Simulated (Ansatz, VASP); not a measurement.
HgTe in VASP and in Ansatz

```
Hg Te
1.0
     0.00000    3.00315    3.00315
     3.00315    0.00000    3.00315
     3.00315    3.00315    0.00000
Hg Te
1 1
Direct
  0.00000 0.00000 0.00000
  0.50000 0.50000 0.50000
```

Alike in both runs: task single point; functional PBEsol; k mesh 18 × 18 × 18; occupations gaussian, width 0.15 eV; no spin polarisation.

```csv
,VASP,Ansatz
version,VASP 6.6.1,Ansatz 0.2.0
potentials or method,"VASP PAW PBE potentials, release 64 (Hg, Te), cutoff 520 eV","scalar-relativistic, plane waves, PAW"
valence electrons in the cell,18,36
```

Ansatz gave:

```
gap on the k mesh at the Fermi level (eV) : none
pressure (GPa)                            : 0.0
```

Which values does VASP return?

gap on the k mesh at the Fermi level (eV): none; pressure (GPa): 0.2.

VASP's potentials were made for PBE, not for PBEsol. A gap of «none» marks a metal or a gap that the smearing closes. With one functional, cell and mesh, what is left measures potentials, basis and numerics. VASP's potentials hold 18 valence electrons a cell and Ansatz's 36, so a difference there can come from the potentials and not from the codes.

Neither program's run includes spin-orbit coupling.
